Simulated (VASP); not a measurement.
# PtPb3S4 (Cmmm) in VASP: single point with PBEsol

Aim: the single point of PtPb3S4 with PBEsol.

Everything below comes from runs of VASP 6.6.1. Logs are shortened: lines on timing, memory, paths and dates and some standing lists are left out, and cuts for length are marked.

## 1. The cell of the first run

It takes space group Cmmm (No. 65, orthorhombic). Conventional cell: a = 8.253 Å, b = 11.282 Å, c = 3.879 Å, α = 90.00°, β = 90.00°, γ = 90.00°. Pt (site symmetry mmm) has 6 S at 2.51 Å within 3.3 Å. Within 4.2 Å of Pb (site symmetry 2/m) lie 6 S at 2.85 to 2.86 Å and 8 Pb at 3.88 to 4.13 Å and 4 Pt at 4.00 Å. Within 4.2 Å of Pb (site symmetry mmm) lie 6 S at 3.13 to 3.19 Å and 10 Pb at 3.88 to 4.00 Å and 2 Pt at 4.13 Å. Within 3.3 Å of S (site symmetry m2m) lie 1 Pt at 2.51 Å and 5 Pb at 2.85 to 3.13 Å. Within 3.3 Å of S (site symmetry 2mm) lie 2 Pt at 2.51 Å and 4 Pb at 2.86 to 3.19 Å and 1 S at 3.20 Å.

## 2. Single point, PBEsol

The input, INCAR:

```
ALGO     = Normal         # electronic algorithm
EDIFF    = 1E-7           # SCF threshold, eV
ENCUT    = 520            # plane-wave cutoff, eV
GGA      = PS             # functional
ISIF     = 2              # what is computed and relaxed
ISMEAR   = -1             # smearing method
LASPH    = T              # aspherical terms in the spheres
LCHARG   = F              # write CHGCAR
LREAL    = F              # projectors in reciprocal space
LWAVE    = F              # write WAVECAR
NBANDS   = 48             # bands
NELM     = 60             # most SCF steps
PREC     = Accurate       # precision mode
SIGMA    = 0.03           # smearing width, eV
```

The input, KPOINTS:

```
k-points
0
Gamma
  4 4 6
```

The input, POSCAR:

```
PtPb3S4
1.0
    4.1262974497     -5.6408804015      0.0000000000
    4.1262974497      5.6408804015      0.0000000000
    0.0000000000      0.0000000000      3.8793094312
Pt Pb S
1 3 4
Direct
    0.5000000000      0.5000000000      0.0000000000
    0.0000000000      0.5000000000      0.5000000000
    0.5000000000      0.0000000000      0.5000000000
    0.0000000000      0.0000000000      0.0000000000
    0.2773145398      0.7226854602      0.0000000000
    0.6936126104      0.6936126104      0.5000000000
    0.3063873896      0.3063873896      0.5000000000
    0.7226854602      0.2773145398      0.0000000000
```

Potentials or basis: VASP PAW PBE potentials, release 64 (Pt, Pb_d, S).

Launch:

```bash
cat potpaw_PBE.64/Pt/POTCAR potpaw_PBE.64/Pb_d/POTCAR potpaw_PBE.64/S/POTCAR > POTCAR
mpirun -np 1 vasp_std > vasp.out
```

OUTCAR:

```text
EDIFF = 1E-7
   ENCUT = 520
   GGA = PS
   ISIF = 2
   ISMEAR = -1
   LASPH = T
   LREAL = F
   NELM = 60
   PREC = Accurate

 ion  position               nearest neighbor table
   1  0.500  0.500  0.000-   5 2.51   8 2.51   7 2.51   6 2.51   6 2.51   7 2.51
   2  0.000  0.500  0.500-   5 2.85   8 2.85   5 2.85   8 2.85   7 2.86   6 2.86   4 4.00   4 4.00
                             4 4.00   4 4.00   3 4.13   3 4.13
   3  0.500  0.000  0.500-   5 2.85   8 2.85   5 2.85   8 2.85   7 2.86   6 2.86   4 4.00   4 4.00
                             4 4.00   4 4.00   2 4.13   2 4.13
   4  0.000  0.000  0.000-   5 3.13   8 3.13   7 3.19   6 3.19   6 3.19   7 3.19   2 4.00   3 4.00
                             2 4.00   3 4.00   2 4.00   2 4.00   3 4.00   3 4.00
   5  0.277  0.723  0.000-   1 2.51   2 2.85   3 2.85   2 2.85   3 2.85   4 3.13
   6  0.694  0.694  0.500-   1 2.51   1 2.51   3 2.86   2 2.86   4 3.19   4 3.19
   7  0.306  0.306  0.500-   1 2.51   1 2.51   3 2.86   2 2.86   4 3.19   4 3.19
   8  0.723  0.277  0.000-   1 2.51   2 2.85   3 2.85   2 2.85   3 2.85   4 3.13

  LATTYP: Found a base centered orthorhombic cell.
 ALAT       =     8.2525948994
 B/A-ratio  =     1.3670561733
 C/A-ratio  =     0.4700714719

  Lattice vectors:

 A1 = (   4.1262974497,  -5.6408804015,   0.0000000000)
 A2 = (   4.1262974497,   5.6408804015,   0.0000000000)
 A3 = (   0.0000000000,   0.0000000000,   3.8793094312)

Analysis of symmetry for initial positions (statically):
=====================================================================
 Subroutine PRICEL returns:
 Original cell was already a primitive cell.

 Routine SETGRP: Setting up the symmetry group for a
 base centered orthorhombic supercell.

 Subroutine GETGRP returns: Found  8 space group operations
 (whereof  8 operations were pure point group operations)
 out of a pool of  8 trial point group operations.

The static configuration has the point symmetry D_2h.

Analysis of symmetry for dynamics (positions and initial velocities):
=====================================================================
 Subroutine PRICEL returns:
 Original cell was already a primitive cell.

 Routine SETGRP: Setting up the symmetry group for a
 base centered orthorhombic supercell.

 Subroutine GETGRP returns: Found  8 space group operations
 (whereof  8 operations were pure point group operations)
 out of a pool of  8 trial point group operations.

The dynamic configuration has the point symmetry D_2h.

 Subroutine INISYM returns: Found  8 space group operations
 (whereof  8 operations are pure point group operations),
 and found     1 'primitive' translations

----------------------------------------------------------------------------------------

                                     Primitive cell

  volume of cell :     180.5892

  direct lattice vectors                    reciprocal lattice vectors
     4.126297450 -5.640880401  0.000000000     0.121174008 -0.088638646  0.000000000
     4.126297450  5.640880401  0.000000000     0.121174008  0.088638646  0.000000000
     0.000000000  0.000000000  3.879309431     0.000000000  0.000000000  0.257777838

  length of vectors
     6.988981496  6.988981496  3.879309431     0.150133107  0.150133107  0.257777838

  position of ions in fractional coordinates (direct lattice)
     0.500000000  0.500000000  0.000000000
     0.000000000  0.500000000  0.500000000
     0.500000000  0.000000000  0.500000000
     0.000000000  0.000000000  0.000000000
     0.277314540  0.722685460  0.000000000
     0.693612610  0.693612610  0.500000000
     0.306387390  0.306387390  0.500000000
     0.722685460  0.277314540  0.000000000

  ion indices of the primitive-cell ions
   primitive index   ion index
                 1           1
                 2           2
                 3           3
                 4           4
                 5           5
                 6           6
                 7           7
                 8           8

----------------------------------------------------------------------------------------

 KPOINTS: k-points

Automatic generation of k-mesh.
 Grid dimensions read from file:
 generate k-points for:    4    4    6

 Generating k-lattice:

  Cartesian coordinates                     Fractional coordinates (reciprocal lattice)
     0.030293502 -0.022159661  0.000000000     0.250000000  0.000000000  0.000000000
     0.030293502  0.022159661  0.000000000     0.000000000  0.250000000  0.000000000
     0.000000000  0.000000000  0.042962973     0.000000000  0.000000000  0.166666667

  Length of vectors
     0.037533277  0.037533277  0.042962973

  Shift w.r.t. Gamma in fractional coordinates (k-lattice)
     0.000000000  0.000000000  0.000000000

 Subroutine IBZKPT returns following result:
 ===========================================

 Found     28 irreducible k-points:

 Following reciprocal coordinates:
            Coordinates               Weight
  0.000000  0.000000  0.000000      1.000000
  0.250000  0.000000  0.000000      4.000000
  0.500000  0.000000  0.000000      2.000000
  0.250000  0.250000  0.000000      2.000000
  0.500000  0.250000  0.000000      4.000000
 -0.250000  0.250000  0.000000      2.000000
[... 16 lines left out ...]
  0.250000  0.000000  0.500000      4.000000
  0.500000  0.000000  0.500000      2.000000
 [... further k-points ...]
   k-points           NKPTS =     28   k-points in BZ     NKDIM =     28   number of bands    NBANDS=     48
   number of dos      NEDOS =    301   number of ions     NIONS =      8
   total plane-waves  NPLWV =  87480
   dimension x,y,z NGX =    54 NGY =   54 NGZ =   30
   dimension x,y,z NGXF=   108 NGYF=  108 NGZF=   60
   ions per type =               1   3   4
   NGX,Y,Z   is equivalent  to a cutoff of  12.84, 12.84, 12.86 a.u.
   NGXF,Y,Z  is equivalent  to a cutoff of  25.69, 25.69, 25.71 a.u.
 SYSTEM =  unknown system
   PREC   = accura    normal or accurate (medium, high low for compatibility)
   ISTART =      0    job   : 0-new  1-cont  2-samecut
   ICHARG =      2    charge: 1-file 2-atom 10-const
   ISPIN  =      1    spin polarized calculation?
   LNONCOLLINEAR =      F non collinear calculations
   LSORBIT =      F    spin-orbit coupling
   LASPH  =      T    aspherical Exc in radial PAW
   ENCUT  =  520.0 eV  38.22 Ry    6.18 a.u.  12.99 12.99  7.21*2*pi/ulx,y,z
   NELM   =     60;   NELMIN=  2; NELMDL= -5     # of ELM steps
   EDIFF  = 0.1E-06   stopping-criterion for ELM
   LREAL  =      F    real-space projection
   EDIFFG = 0.1E-05   stopping-criterion for IOM
   NSW    =      0    number of steps for IOM
   IBRION =     -1    ionic relax: 0-MD 1-quasi-New 2-CG
   NFREE  =      0    steps in history (QN), initial steepest desc. (CG)
   ISIF   =      2    stress and relaxation
   ISYM   =      2    0-nonsym 1-usesym 2-fastsym
   POTIM  = 0.5000    time-step for ionic-motion
   TEBEG  =    0.0;   TEEND  =   0.0 temperature during run
   PSTRESS=    0.0 pullay stress
   NELECT =      76.0000    total number of electrons
   NUPDOWN=      -1.0000    fix difference up-down
   EMIN   =  10.00;   EMAX   =-10.00  energy-range for DOS
   EFERMI =   0.00;   METHOD = LEGACY
   ISMEAR =    -1;   SIGMA  =   0.03  broadening in eV -4-tet -1-fermi 0-gaus
   EFERMI_NEDOS =   21; number of points for ismear=-14 and -15
   IALGO  =     38    algorithm
   IMIX   =      4    mixing-type and parameters
     AMIX     =   0.40;   BMIX     =  1.00
     AMIX_MAG =   1.60;   BMIX_MAG =  1.00
  volume/ion in A,a.u.               =      22.57       152.33
  Fermi-wavevector in a.u.,A,eV,Ry     =   1.226823  2.318360 20.478072  1.505096
  Thomas-Fermi vector in A             =   2.361810
   LORBIT       =      0    0 simple, 1 ext, 2 COOP (PROOUT), +10 PAW based schemes
   GGA     = PS    functional components
   LHFCALC =     F    Hartree Fock is set to
   AEXX    =    0.0000 exact exchange contribution
   IVDW    =     0    specifies the selected vdW correction
   LEPSILON=     F    determine dielectric tensor
   LRPA    =     F    only Hartree local field effects (RPA)
 non-spin polarized calculation
  energy-cutoff  :      520.00
  volume of cell :      180.59
 maximum number of plane-waves:      4888
 NGX is ok and might be reduce to    54
   NGX = 25   NGY = 25   NGZ = 15

 number of electron      75.9999989 magnetization

 Free energy of the ion-electron system (eV)
  ---------------------------------------------------
  ext. energy  EPLUGINS =         0.00000000
  ---------------------------------------------------
  free energy    TOTEN  =       -38.76540970 eV

  energy without entropy =      -38.75597892  energy(sigma->0) =      -38.76069431

 E-fermi :   6.9708     XC(G=0): -10.5227

 val. band max:        6.9665392765   @ k =   0.5000   0.5000   0.1667
 cond. band min:       7.0323987642   @ k =   0.5000   0.5000   0.5000
 fundamental gap:      0.0658594877
 Fermi energy:         6.9708171852

 k-point     1 :       0.0000    0.0000    0.0000
  band No.  band energies     occupation
      1     -10.2577      2.00000
      2     -10.2187      2.00000
      3     -10.2011      2.00000
      4     -10.1832      2.00000
      5     -10.1744      2.00000
      6     -10.0265      2.00000
[... 40 lines left out ...]
     47      11.8766      0.00000
     48      12.6189      0.00000

 k-point     2 :       0.2500    0.0000    0.0000
  band No.  band energies     occupation
      1     -10.2540      2.00000
      2     -10.2157      2.00000
      3     -10.1997      2.00000
      4     -10.1817      2.00000
      5     -10.1734      2.00000
      6     -10.0193      2.00000
[... 40 lines left out ...]
     47      11.6482      0.00000
     48      12.0736      0.00000

 k-point     3 :       0.5000    0.0000    0.0000
  band No.  band energies     occupation
      1     -10.2506      2.00000
      2     -10.2122      2.00000
      3     -10.1983      2.00000
      4     -10.1805      2.00000
      5     -10.1721      2.00000
      6     -10.0037      2.00000
[... 1060 lines left out ...]
     47      10.8711      0.00000
     48      12.4397      0.00000

 k-point    24 :       0.5000    0.0000    0.5000
  band No.  band energies     occupation
      1     -10.2355      2.00000
      2     -10.2164      2.00000
      3     -10.2139      2.00000
      4     -10.1960      2.00000
      5     -10.1445      2.00000
      6     -10.0416      2.00000
[... 40 lines left out ...]
     47      11.6524      0.00000
     48      12.2008      0.00000

 [... further k-points ...]

------------------------ aborting loop because EDIFF is reached ----------------------------------------

  FORCE on cell =-STRESS in cart. coord.  units (eV):
  Direction    XX          YY          ZZ          XY          YZ          ZX
  --------------------------------------------------------------------------------------
  -------------------------------------------------------------------------------------
  Total       -0.0530799     -0.0190322     -0.0634136      0.0000000      0.0000000      0.0000000
  in kB       -0.4709215     -0.1688526     -0.5626015      0.0000000      0.0000000      0.0000000
  external PRESSURE =      -0.4007919 kB  Pullay stress =       0.0000000 kB

 VOLUME and BASIS-vectors are now :
 -----------------------------------------------------------------------------
  energy-cutoff  :      520.00
  volume of cell :      180.59
      direct lattice vectors                 reciprocal lattice vectors
     4.126297450 -5.640880401  0.000000000     0.121174008 -0.088638646  0.000000000
     4.126297450  5.640880401  0.000000000     0.121174008  0.088638646  0.000000000
     0.000000000  0.000000000  3.879309431     0.000000000  0.000000000  0.257777838

 POSITION                                       TOTAL-FORCE (eV/Angst)
 -----------------------------------------------------------------------------------
      4.12630      0.00000      0.00000         0.000000      0.000000      0.000000
      2.06315      2.82044      1.93965         0.000000      0.000000      0.000000
      2.06315     -2.82044      1.93965         0.000000      0.000000      0.000000
      0.00000      0.00000      0.00000         0.000000      0.000000      0.000000
      4.12630      2.51228      0.00000         0.000000      0.000950     -0.000000
      5.72410      0.00000      1.93965        -0.003480      0.000000      0.000000
      2.52849      0.00000      1.93965         0.003480      0.000000      0.000000
      4.12630     -2.51228      0.00000         0.000000     -0.000950      0.000000
 -----------------------------------------------------------------------------------
    total drift:                                0.000000     -0.000000      0.000000

  FREE ENERGIE OF THE ION-ELECTRON SYSTEM (eV)
  ---------------------------------------------------
  free  energy   TOTEN  =       -38.7654096995 eV

  energy  without entropy=      -38.7559789234  energy(sigma->0) =      -38.76069431
```

Wall time 4.1 min (1 thread of Intel Xeon Platinum 8488C (Sapphire Rapids), shared host); peak memory 0.4 GiB.

Results:

```yaml
Free_energy: -38.7654 eV
Pressure: 0.0 GPa
Largest_force: 0.003 eV/Å
Band_gap_on_the_k_mesh: zero (bands 38 and 39 overlap by 1.34 eV)
```

Forces on the atoms (eV/Å):
```
Pt   0.000  0.000  0.000
Pb   0.000  0.000  0.000
Pb   0.000  0.000  0.000
Pb   0.000  0.000  0.000
S    0.000  0.001  0.000
S   -0.003  0.000  0.000
S    0.003  0.000  0.000
S    0.000 -0.001  0.000
```

Caveat: the PAW data sets were made with another functional, which shifts forces and pressure a little; spin-orbit coupling is left out, which moves the levels of the heavy elements.
